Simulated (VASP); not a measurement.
# BiRh (P6_3/mmc) in VASP: single point with LDA

Aim: the single point of BiRh with LDA.

All numbers are computed with VASP 6.6.1; they aren't measurements. Logs are shortened: lines on timing, memory, paths and dates and some standing lists are left out, and cuts for length are marked.

**1. The cell of the first run**

It takes space group P6_3/mmc (No. 194, hexagonal). The conventional cell has a = 4.079 Å, b = 4.079 Å, c = 5.594 Å, α = 90.00°, β = 90.00°, γ = 120.00°. Bi (site symmetry -6m2) has 6 Rh at 2.74 Å within 3.6 Å. Rh (site symmetry -3m) has 6 Bi at 2.74 Å and 2 Rh at 2.80 Å within 3.6 Å.

**2. Single point, LDA**

INCAR

```
PREC = Accurate
ENCUT = 520
EDIFF = 1E-7
ISMEAR = 0
SIGMA = 0.1
LREAL = F
LASPH = T
NELM = 60
ALGO = Fast
ISIF = 2
LWAVE = F
LCHARG = F
GGA = CA
NBANDS = 38
```

KPOINTS

```
regular mesh
0
Gamma
  12 12 8
```

POSCAR

```
BiRh
1.0
    4.0790133740      0.0000000000      0.0000000000
   -2.0395066870      3.5325292042      0.0000000000
    0.0000000000      0.0000000000      5.5941628956
Bi Rh
2 2
Direct
    0.3333333333      0.6666666667      0.2500000000
    0.6666666667      0.3333333333      0.7500000000
    0.0000000000      0.0000000000      0.0000000000
    0.0000000000      0.0000000000      0.5000000000
```

Potentials or basis: VASP PAW LDA potentials, release 64 (Bi_d, Rh_pv).

The run is started by

```console
$ cat potpaw_LDA.64/Bi_d/POTCAR potpaw_LDA.64/Rh_pv/POTCAR > POTCAR
$ mpirun -np 1 vasp_std > vasp.out
```

OUTCAR:

```text
PREC = Accurate
   ENCUT = 520
   EDIFF = 1E-7
   ISMEAR = 0
   LREAL = F
   LASPH = T
   NELM = 60
   ISIF = 2
   GGA = CA

 ion  position               nearest neighbor table
   1  0.333  0.667  0.250-   3 2.74   4 2.74   3 2.74   4 2.74   3 2.74   4 2.74   2 3.66   2 3.66
                             2 3.66   2 3.66   2 3.66   2 3.66
   2  0.667  0.333  0.750-   3 2.74   4 2.74   3 2.74   4 2.74   3 2.74   4 2.74   1 3.66   1 3.66
                             1 3.66   1 3.66   1 3.66   1 3.66
   3  0.000  0.000  0.000-   1 2.74   2 2.74   1 2.74   2 2.74   2 2.74   1 2.74   4 2.80   4 2.80

   4  0.000  0.000  0.500-   1 2.74   2 2.74   1 2.74   2 2.74   2 2.74   1 2.74   3 2.80   3 2.80

  LATTYP: Found a hexagonal cell.
 ALAT       =     4.0790133740
 C/A-ratio  =     1.3714500009

  Lattice vectors:

 A1 = (   4.0790133740,   0.0000000000,   0.0000000000)
 A2 = (  -2.0395066870,   3.5325292042,   0.0000000000)
 A3 = (   0.0000000000,   0.0000000000,   5.5941628956)

Analysis of symmetry for initial positions (statically):
=====================================================================
 Subroutine PRICEL returns:
 Original cell was already a primitive cell.

 Routine SETGRP: Setting up the symmetry group for a
 hexagonal supercell.

 Subroutine GETGRP returns: Found 24 space group operations
 (whereof 12 operations were pure point group operations)
 out of a pool of 24 trial point group operations.

The static configuration has the point symmetry D_3d.
 The point group associated with its full space group is D_6h.

Analysis of symmetry for dynamics (positions and initial velocities):
=====================================================================
 Subroutine PRICEL returns:
 Original cell was already a primitive cell.

 Routine SETGRP: Setting up the symmetry group for a
 hexagonal supercell.

 Subroutine GETGRP returns: Found 24 space group operations
 (whereof 12 operations were pure point group operations)
 out of a pool of 24 trial point group operations.

The dynamic configuration has the point symmetry D_3d.
 The point group associated with its full space group is D_6h.

 Subroutine INISYM returns: Found 24 space group operations
 (whereof 12 operations are pure point group operations),
 and found     1 'primitive' translations

----------------------------------------------------------------------------------------

                                     Primitive cell

  volume of cell :      80.6076

  direct lattice vectors                    reciprocal lattice vectors
     4.079013374  0.000000000  0.000000000     0.245157323  0.141541647  0.000000000
    -2.039506687  3.532529204  0.000000000     0.000000000  0.283083293  0.000000000
     0.000000000  0.000000000  5.594162896     0.000000000  0.000000000  0.178757755

  length of vectors
     4.079013374  4.079013374  5.594162896     0.283083293  0.283083293  0.178757755

  position of ions in fractional coordinates (direct lattice)
     0.333333333  0.666666667  0.250000000
     0.666666667  0.333333333  0.750000000
     0.000000000  0.000000000  0.000000000
     0.000000000  0.000000000  0.500000000

  ion indices of the primitive-cell ions
   primitive index   ion index
                 1           1
                 2           2
                 3           3
                 4           4

----------------------------------------------------------------------------------------

 KPOINTS: regular mesh

Automatic generation of k-mesh.
 Grid dimensions read from file:
 generate k-points for:   12   12    8

 Generating k-lattice:

  Cartesian coordinates                     Fractional coordinates (reciprocal lattice)
     0.020429777  0.011795137  0.000000000     0.083333333  0.000000000  0.000000000
     0.000000000  0.023590274  0.000000000     0.000000000  0.083333333  0.000000000
     0.000000000  0.000000000  0.022344719     0.000000000  0.000000000  0.125000000

  Length of vectors
     0.023590274  0.023590274  0.022344719

  Shift w.r.t. Gamma in fractional coordinates (k-lattice)
     0.000000000  0.000000000  0.000000000

 Subroutine IBZKPT returns following result:
 ===========================================

 Found     95 irreducible k-points:

 Following reciprocal coordinates:
            Coordinates               Weight
  0.000000  0.000000  0.000000      1.000000
  0.083333  0.000000  0.000000      6.000000
  0.166667  0.000000  0.000000      6.000000
  0.250000  0.000000  0.000000      6.000000
  0.333333 -0.000000  0.000000      6.000000
  0.416667 -0.000000  0.000000      6.000000
[... 16 lines left out ...]
  0.250000  0.000000  0.125000     12.000000
  0.333333 -0.000000  0.125000     12.000000
 [... further k-points ...]
   k-points           NKPTS =     95   k-points in BZ     NKDIM =     95   number of bands    NBANDS=     38
   number of dos      NEDOS =    301   number of ions     NIONS =      4
   total plane-waves  NPLWV =  37800
   dimension x,y,z NGX =    30 NGY =   30 NGZ =   42
   dimension x,y,z NGXF=    60 NGYF=   60 NGZF=   84
   ions per type =               2   2
   NGX,Y,Z   is equivalent  to a cutoff of  12.23, 12.23, 12.48 a.u.
   NGXF,Y,Z  is equivalent  to a cutoff of  24.45, 24.45, 24.96 a.u.
 SYSTEM =  unknown system
   PREC   = accura    normal or accurate (medium, high low for compatibility)
   ISTART =      0    job   : 0-new  1-cont  2-samecut
   ICHARG =      2    charge: 1-file 2-atom 10-const
   ISPIN  =      1    spin polarized calculation?
   LNONCOLLINEAR =      F non collinear calculations
   LSORBIT =      F    spin-orbit coupling
   LASPH  =      T    aspherical Exc in radial PAW
   ENCUT  =  520.0 eV  38.22 Ry    6.18 a.u.   7.58  7.58 10.40*2*pi/ulx,y,z
   NELM   =     60;   NELMIN=  2; NELMDL= -5     # of ELM steps
   EDIFF  = 0.1E-06   stopping-criterion for ELM
   LREAL  =      F    real-space projection
   EDIFFG = 0.1E-05   stopping-criterion for IOM
   NSW    =      0    number of steps for IOM
   IBRION =     -1    ionic relax: 0-MD 1-quasi-New 2-CG
   NFREE  =      0    steps in history (QN), initial steepest desc. (CG)
   ISIF   =      2    stress and relaxation
   ISYM   =      2    0-nonsym 1-usesym 2-fastsym
   POTIM  = 0.5000    time-step for ionic-motion
   TEBEG  =    0.0;   TEEND  =   0.0 temperature during run
   PSTRESS=    0.0 pullay stress
   NELECT =      60.0000    total number of electrons
   NUPDOWN=      -1.0000    fix difference up-down
   EMIN   =  10.00;   EMAX   =-10.00  energy-range for DOS
   EFERMI =   0.00;   METHOD = LEGACY
   ISMEAR =     0;   SIGMA  =   0.10  broadening in eV -4-tet -1-fermi 0-gaus
   EFERMI_NEDOS =   21; number of points for ismear=-14 and -15
   IALGO  =     68    algorithm
   IMIX   =      4    mixing-type and parameters
     AMIX     =   0.40;   BMIX     =  1.00
     AMIX_MAG =   1.60;   BMIX_MAG =  1.00
  volume/ion in A,a.u.               =      20.15       135.99
  Fermi-wavevector in a.u.,A,eV,Ry     =   1.483656  2.803704 29.949626  2.201235
  Thomas-Fermi vector in A             =   2.597290
   LORBIT       =      0    0 simple, 1 ext, 2 COOP (PROOUT), +10 PAW based schemes
   GGA     = CA    functional components
   LHFCALC =     F    Hartree Fock is set to
   AEXX    =    0.0000 exact exchange contribution
   IVDW    =     0    specifies the selected vdW correction
   LEPSILON=     F    determine dielectric tensor
   LRPA    =     F    only Hartree local field effects (RPA)
 non-spin polarized calculation
 RMM-DIIS sequential band-by-band and
 Gauss-broadening in eV      SIGMA  =   0.10
  energy-cutoff  :      520.00
  volume of cell :       80.61
 maximum number of plane-waves:      2192
   NGX = 15   NGY = 15   NGZ = 21

 number of electron      59.9999996 magnetization

 Free energy of the ion-electron system (eV)
  ---------------------------------------------------
  ext. energy  EPLUGINS =         0.00000000
  ---------------------------------------------------
  free energy    TOTEN  =       -27.21053322 eV

  energy without entropy =      -27.19960027  energy(sigma->0) =      -27.20506675

 E-fermi :  10.0880     XC(G=0): -12.2452

 val. band max:       10.0790858551   @ k =   0.1667   0.1667   0.2500
 cond. band min:      10.1085275408   @ k =   0.2500   0.0000   0.5000
 fundamental gap:      0.0294416858
 Fermi energy:        10.0880432877

 k-point     1 :       0.0000    0.0000    0.0000
  band No.  band energies     occupation
      1     -35.9463      2.00000
      2     -35.7343      2.00000
      3     -35.7343      2.00000
      4     -35.7052      2.00000
      5     -35.7052      2.00000
      6     -35.6657      2.00000
[... 30 lines left out ...]
     37      16.9079      0.00000
     38      16.9079      0.00000

 k-point     2 :       0.0833    0.0000    0.0000
  band No.  band energies     occupation
      1     -35.9462      2.00000
      2     -35.7347      2.00000
      3     -35.7343      2.00000
      4     -35.7055      2.00000
      5     -35.7053      2.00000
      6     -35.6658      2.00000
[... 30 lines left out ...]
     37      16.8832      0.00000
     38      17.3280      0.00000

 k-point     3 :       0.1667    0.0000    0.0000
  band No.  band energies     occupation
      1     -35.9459      2.00000
      2     -35.7357      2.00000
      3     -35.7345      2.00000
      4     -35.7062      2.00000
      5     -35.7056      2.00000
      6     -35.6658      2.00000
[... 30 lines left out ...]
     37      17.6496      0.00000
     38      17.7633      0.00000

 k-point     4 :       0.2500    0.0000    0.0000
  band No.  band energies     occupation
      1     -35.9456      2.00000
      2     -35.7371      2.00000
      3     -35.7347      2.00000
      4     -35.7071      2.00000
      5     -35.7060      2.00000
      6     -35.6658      2.00000
[... 30 lines left out ...]
     37      17.2556      0.00000
     38      17.8316      0.00000
[... 703 lines left out ...]
      4     -35.7073      2.00000
      5     -35.7067      2.00000
      6     -35.6766      2.00000
[... 30 lines left out ...]
     37      17.2151      0.00000
     38      18.3235      0.00000

 k-point    23 :       0.2500    0.0000    0.1250
  band No.  band energies     occupation
      1     -35.9351      2.00000
      2     -35.7360      2.00000
      3     -35.7336      2.00000
      4     -35.7082      2.00000
      5     -35.7071      2.00000
      6     -35.6767      2.00000
[... 30 lines left out ...]
     37      18.1000      0.00000
     38      18.1768      0.00000

 k-point    24 :       0.3333   -0.0000    0.1250
  band No.  band energies     occupation
      1     -35.9348      2.00000
      2     -35.7374      2.00000
      3     -35.7338      2.00000
      4     -35.7092      2.00000
      5     -35.7075      2.00000
      6     -35.6767      2.00000
[... 30 lines left out ...]
     37      17.8444      0.00000
     38      18.1311      0.00000

 [... further k-points ...]
[... 5 lines left out ...]
  --------------------------------------------------------------------------------------
  -------------------------------------------------------------------------------------
  Total        0.1946760      0.1946760      0.2313443     -0.0000000      0.0000000     -0.0000000
  in kB        3.8694292      3.8694292      4.5982593     -0.0000000      0.0000000     -0.0000000
  external PRESSURE =       4.1123726 kB  Pullay stress =       0.0000000 kB

 VOLUME and BASIS-vectors are now :
 -----------------------------------------------------------------------------
  energy-cutoff  :      520.00
  volume of cell :       80.61
      direct lattice vectors                 reciprocal lattice vectors
     4.079013374  0.000000000  0.000000000     0.245157323  0.141541647  0.000000000
    -2.039506687  3.532529204  0.000000000     0.000000000  0.283083293  0.000000000
     0.000000000  0.000000000  5.594162896     0.000000000  0.000000000  0.178757755

 POSITION                                       TOTAL-FORCE (eV/Angst)
 -----------------------------------------------------------------------------------
     -0.00000      2.35502      1.39854        -0.000000      0.000000      0.000000
      2.03951      1.17751      4.19562        -0.000000      0.000000      0.000000
      0.00000      0.00000      0.00000         0.000000      0.000000      0.000000
      0.00000      0.00000      2.79708         0.000000      0.000000      0.000000
 -----------------------------------------------------------------------------------
    total drift:                               -0.000000      0.000000      0.000000

  FREE ENERGIE OF THE ION-ELECTRON SYSTEM (eV)
  ---------------------------------------------------
  free  energy   TOTEN  =       -27.2105332223 eV

  energy  without entropy=      -27.1996002691  energy(sigma->0) =      -27.20506675
```

Run time: 8.5 min. Hardware: 1 thread of Oxide Virtual Turin-like, shared host; peak memory 0.3 GiB.

Results:

```
Free energy            : -27.2105 eV
Pressure               : 0.4 GPa
Band gap on the k mesh : zero (band 30 reaches 11.65 eV, above the bottom of band 31 at 9.15 eV)
```

Caveat: spin-orbit coupling is left out, which moves the levels of the heavy elements.
